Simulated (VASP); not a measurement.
Write the native input for VASP 6.6.1 that does the following.

```yaml
Task: single point
Functional: PBEsol
Potentials_or_basis: VASP PAW PBE potentials, release 64 (Mg, B)
Cutoff: 520 eV
k_mesh: 18 × 18 × 12
Occupations: gaussian, width 0.1 eV
Spin: no spin polarisation
Dipole_correction: no
Further_INCAR_settings: ALGO = Normal; EDIFF = 1e-07; NBANDS = 11
```

The structure of MgB2 lies in POSCAR:

```
MgB2
1.0
    3.0850000000      0.0000000000      0.0000000000
   -1.5425000000      2.6716883707      0.0000000000
    0.0000000000      0.0000000000      3.5230000000
Mg B
1 2
Direct
    0.0000000000      0.0000000000      0.0000000000
    0.3333333333      0.6666666667      0.5000000000
    0.6666666667      0.3333333333      0.5000000000
```

These files were run (other wordings do the same):

INCAR

```
PREC = Accurate ; ENCUT = 520
EDIFF = 1E-7 ; ISMEAR = 0
SIGMA = 0.1 ; LREAL = F
LASPH = T ; NELM = 80
ALGO = Normal ; ISIF = 2
LWAVE = F ; LCHARG = F
GGA = PS ; NBANDS = 11
```

KPOINTS

```
Automatic mesh
0
Gamma
  18 18 12
```

Potentials or basis: VASP PAW PBE potentials, release 64 (Mg, B).

The run is started by

```bash
$ cat potpaw_PBE.64/Mg/POTCAR potpaw_PBE.64/B/POTCAR > POTCAR
$ mpirun -np 1 vasp_std > vasp.out
```

It gave:

The pressure is -3.2 GPa. The band gap on the k mesh is zero (band 4 reaches 7.00 eV, above the bottom of band 5 at 3.18 eV).

Caveat: the PAW data sets were made with another functional, which shifts forces and pressure a little.

It took 23 s on 1 thread of Intel(R) Xeon(R) 6975P-C (Granite Rapids), with other jobs on the host, peak memory 0.21 GiB.
